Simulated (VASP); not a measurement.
Write the native input for VASP 6.6.1 that does the following.

| Item | Value |
| --- | --- |
| Task | G0W0 quasiparticle levels |
| Functional | PBE |
| Potentials or basis | VASP PAW PBE potentials, release 64 (Mg_GW, S_GW) |
| Cutoff | 500 eV |
| k mesh | 4 × 4 × 4 |
| Occupations | gaussian, width 0.01 eV |
| Spin | no spin polarisation |
| Dipole correction | no |
| GW scheme | G0W0 |
| GW iterations | 1 |
| Cutoff of the response function | 60 |
| Frequency points | 48 |
| Empty bands | 30 |
| Further INCAR settings | ALGO = EVGW0; EDIFF = 1e-08; NBANDS = 34 |

MgS:

```
Mg S
1.0
     0.00000    2.60152    2.60152
     2.60152    0.00000    2.60152
     2.60152    2.60152    0.00000
Mg S
1 1
Direct
  0.00000 0.00000 0.00000
  0.50000 0.50000 0.50000
```

One way to write it, as run:

POSCAR

```
MgS
1.0
    0.0000000000      2.6015177399      2.6015177399
    2.6015177399      0.0000000000      2.6015177399
    2.6015177399      2.6015177399      0.0000000000
Mg S
1 1
Direct
    0.0000000000      0.0000000000      0.0000000000
    0.5000000000      0.5000000000      0.5000000000
```

INCAR.step1

```
PREC = Accurate ; ENCUT = 500
EDIFF = 1E-8 ; ISMEAR = 0
SIGMA = 0.01 ; LREAL = False
LASPH = True ; NELM = 60
ALGO = Normal ; LWAVE = True
LCHARG = False ; GGA = PE
```

INCAR.step2

```
PREC = Accurate ; ENCUT = 500
EDIFF = 1E-8 ; ISMEAR = 0
SIGMA = 0.01 ; LREAL = False
LASPH = True ; NELM = 1
ALGO = Exact ; LWAVE = True
LCHARG = False ; GGA = PE
NBANDS = 34 ; LOPTICS = True
ISTART = 1
```

INCAR.step3

```
PREC = Accurate ; ENCUT = 500
EDIFF = 1E-8 ; ISMEAR = 0
SIGMA = 0.01 ; LREAL = False
LASPH = True ; ALGO = EVGW0
LWAVE = False ; LCHARG = False
GGA = PE ; NELMGW = 1
NBANDS = 34 ; ENCUTGW = 60
NOMEGA = 48 ; PRECFOCK = Fast
ISTART = 1 ; NBANDSGW = 12
```

KPOINTS

```
regular mesh
0
Gamma
  4 4 4
```

Potentials or basis: VASP PAW PBE potentials, release 64 (Mg_GW, S_GW).

Launch:

```console
$ cat potpaw_PBE.64/Mg_GW/POTCAR potpaw_PBE.64/S_GW/POTCAR > POTCAR
$ cp INCAR.step1 INCAR
$ mpirun -np 1 vasp_std > vasp.out
$ cp INCAR.step2 INCAR
$ mpirun -np 1 vasp_std > vasp.out
$ cp INCAR.step3 INCAR
$ mpirun -np 1 vasp_std > vasp.out
```

Results of the run:

| Item | Value |
| --- | --- |
| Quasiparticle gap | 3.99 eV |
| Least direct quasiparticle gap | 4.95 eV |
| Band gap of the starting levels on the mesh | 2.75 eV |
| Least direct gap of the starting levels on the mesh | 3.70 eV |

Caveat: the k points lie up to 0.52 Å⁻¹ apart; bands, screening cutoff and mesh are small and nothing is extrapolated, so the quasiparticle values aren't converged.

Run time: 69 s on 1 thread of Intel(R) Xeon(R) Platinum 8259CL CPU @ 2.50GHz (Skylake/Cascade Lake), with other jobs on the host, peak memory 0.3 GiB.
